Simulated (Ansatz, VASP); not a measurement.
La in VASP and in Ansatz

The input POSCAR:

```
La
1.0
    3.7825490782      0.0000000000      0.0000000000
   -1.8912745391      3.2757835928      0.0000000000
    0.0000000000      0.0000000000     12.0386485951
La
4
Direct
    0.0000000000      0.0000000000      0.0000000000
    0.0000000000      0.0000000000      0.5000000000
    0.3333333333      0.6666666667      0.2500000000
    0.6666666667      0.3333333333      0.7500000000
```

File INCAR.step1:

```
SYSTEM = La
PREC     = Accurate       ! precision mode
ENCUT    = 520            ! plane-wave cutoff, eV
ISMEAR   = 0              ! smearing method
SIGMA    = 0.1            ! smearing width, eV
LREAL    = .FALSE.        ! projectors in reciprocal space
LASPH    = .TRUE.         ! aspherical terms in the spheres
NELM     = 60             ! most SCF steps
NBANDS   = 30             ! bands
GGA      = PE             ! functional
ALGO     = Normal         ! electronic algorithm
EDIFF    = 1E-4           ! SCF threshold, eV
LWAVE    = .TRUE.         ! write WAVECAR
LCHARG   = .FALSE.        ! write CHGCAR
```

File INCAR.step2:

```
SYSTEM = La
PREC     = Accurate       ! precision mode
ENCUT    = 520            ! plane-wave cutoff, eV
EDIFF    = 1E-6           ! SCF threshold, eV
ISMEAR   = 0              ! smearing method
SIGMA    = 0.1            ! smearing width, eV
LREAL    = .FALSE.        ! projectors in reciprocal space
LASPH    = .TRUE.         ! aspherical terms in the spheres
NELM     = 60             ! most SCF steps
ALGO     = Normal         ! electronic algorithm
ISIF     = 2              ! what is computed and relaxed
LWAVE    = .FALSE.        ! write WAVECAR
LCHARG   = .TRUE.         ! write CHGCAR
METAGGA  = R2SCAN         ! meta-GGA
LMIXTAU  = .TRUE.       
LELF     = .TRUE.         ! ELF
LVHAR    = .TRUE.       
NBANDS   = 30             ! bands
ISTART   = 1
```

Contents of KPOINTS:

```
regular mesh
0
G
  9 9 3
  0 0 0
```

Input for Ansatz:

```yaml
crystal:
  lattice:
    - [3.7825490782, 0.0, 0.0]
    - [-1.8912745391, 3.2757835928, 0.0]
    - [0.0, 0.0, 12.0386485951]
  atoms:
    - { symbol: La, position: [0.0, 0.0, 0.0] }
    - { symbol: La, position: [0.0, 0.0, 0.5] }
    - { symbol: La, position: [0.3333333333, 0.6666666667, 0.25] }
    - { symbol: La, position: [0.6666666667, 0.3333333333, 0.75] }
basis:
  ecutwfc: 500
kpoints:
  mp_grid: { grid: [9, 9, 3] }
hamiltonian:
  xc: r2scan
scf:
  occupations: { method: gaussian, width: 0.1 }
output:
  forces: true
  stress: true
  eigenvalues: true
```

Alike in both runs: task single point; functional r2SCAN; k mesh 9 × 9 × 3; occupations gaussian, width 0.1 eV; no spin polarisation.

```csv
,VASP,Ansatz
version,VASP 6.6.1,Ansatz 0.2.0
potentials or method,"VASP PAW PBE potentials, release 64 (La), cutoff 520 eV","scalar-relativistic, plane waves, PAW"
valence electrons in the cell,44,44
```

```tsv
	VASP	Ansatz	Ansatz less VASP
gap on the k mesh at the Fermi level (eV)	none	none	-
pressure (GPa)	0.1	0.0	-0.08
```

VASP's potentials were made for PBE, not for r2SCAN. A gap of «none» marks a metal or a gap that the smearing closes.

Neither program's run includes spin-orbit coupling.
